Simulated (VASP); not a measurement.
Wanted: the native input for a VASP 6.6.1 run.

```
Task                   : single point
Functional             : PBE
Potentials or basis    : VASP PAW PBE potentials, release 64 (Mg, S)
Cutoff                 : 520 eV
k mesh                 : 6 × 6 × 6
Occupations            : gaussian, width 0.02 eV
Spin                   : no spin polarisation
Dipole correction      : no
Further INCAR settings : ALGO = Normal; EDIFF = 1e-06; NBANDS = 26
```

The structure of MgS lies in POSCAR:

```
MgS
1.0
   -4.2804124000      4.2804124000      2.6263080000
    4.2804124000     -4.2804124000      2.6263080000
    4.2804124000      4.2804124000     -2.6263080000
Mg S
4 4
Direct
    0.1432015000      0.6432015000      0.7864030000
    0.8567985000      0.3567985000      0.2135970000
    0.3567985000      0.1432015000      0.5000000000
    0.6432015000      0.8567985000      0.5000000000
    0.8486700000      0.6513300000      0.5000000000
    0.1513300000      0.3486700000      0.5000000000
    0.6513300000      0.1513300000      0.8026600000
    0.3486700000      0.8486700000      0.1973400000
```

One way to write it, as run:

INCAR

```
SYSTEM = MgS
PREC = Accurate
ENCUT = 520
EDIFF = 1E-6
ISMEAR = 0
SIGMA = 0.02
LREAL = .False.
LASPH = .True.
NELM = 80
ALGO = Normal
ISIF = 2
LWAVE = .False.
LCHARG = .False.
GGA = PE
NBANDS = 26
```

KPOINTS

```
regular mesh
0
Gamma
  6 6 6
  0 0 0
```

Potentials or basis: VASP PAW PBE potentials, release 64 (Mg, S).

The run is started by

```bash
$ cat potpaw_PBE.64/Mg/POTCAR potpaw_PBE.64/S/POTCAR > POTCAR
$ mpirun -np 1 vasp_std > vasp.out
```

It gave:

```json
{"Pressure": "-0.2 GPa", "Largest force": "0.007 eV/Å", "Band gap on the k mesh": "2.94 eV"}
```

Run time: 2.3 min on 1 thread of Intel(R) Xeon(R) Platinum 8488C (Sapphire Rapids) (shared host), peak memory 0.41 GiB.
